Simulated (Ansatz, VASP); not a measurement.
**Sr in VASP and in Ansatz**

Contents of INCAR:

```
PREC = Accurate
ENCUT = 520
EDIFF = 1E-6
ISMEAR = -1
SIGMA = 0.08
LREAL = False
LASPH = True
NELM = 60
ALGO = Normal
ISIF = 2
LWAVE = False
LCHARG = True
LELF = True
LVHAR = True
NBANDS = 17
```

The input KPOINTS:

```
Automatic mesh
0
Gamma
  10 10 5
```

The input POSCAR:

```
Sr
1.0
    4.3100002207      0.0000000000      0.0000000000
   -2.1550001104      3.7325696814      0.0000000000
    0.0000000000      0.0000000000      7.0500000000
Sr
2
Direct
    0.3333333333      0.6666666667      0.2500000000
    0.6666666667      0.3333333333      0.7500000000
```

Input for Ansatz:

```yaml
crystal:
  lattice:
    - [4.3100002207, 0.0, 0.0]
    - [-2.1550001104, 3.7325696814, 0.0]
    - [0.0, 0.0, 7.05]
  atoms:
    - { symbol: Sr, position: [0.3333333333, 0.6666666667, 0.25] }
    - { symbol: Sr, position: [0.6666666667, 0.3333333333, 0.75] }
kpoints:
  mp_grid: { grid: [10, 10, 5] }
  band_path:
    path:
      - [0.0, 0.0, 0.0]
      - [0.5, 0.0, 0.0]
      - [0.3333333333, 0.3333333333, 0.0]
      - [0.0, 0.0, 0.0]
      - [0.0, 0.0, 0.5]
      - [0.5, 0.0, 0.5]
      - [0.3333333333, 0.3333333333, 0.5]
      - [0.0, 0.0, 0.5]
      - [0.5, 0.0, 0.5]
    npoints: 5
scf:
  occupations: { method: fermi_dirac, width: 0.08 }
hamiltonian:
  xc: lda
  pseudopotentials: { kind: all_electron, lapw: { basis_error: 0.001 } }
output:
  forces: true
  stress: true
  eigenvalues: true
```

Alike in both runs: task single point; functional LDA; k mesh 10 × 10 × 5; occupations fermi-dirac, width 0.08 eV; no spin polarisation.

```csv
,VASP,Ansatz
version,VASP 6.6.1,Ansatz 0.2.0
potentials or method,"VASP PAW LDA potentials, release 64 (Sr_sv), cutoff 520 eV","all-electron LAPW, scalar-relativistic"
```

```tsv
	VASP	Ansatz	Ansatz less VASP
pressure (GPa)	-1.6	-1.6	+0.01
```

LDA's correlation is that of Perdew and Zunger in VASP and of Perdew and Wang (1992) in Ansatz. Ansatz ran all-electron here, and VASP with PAW potentials.
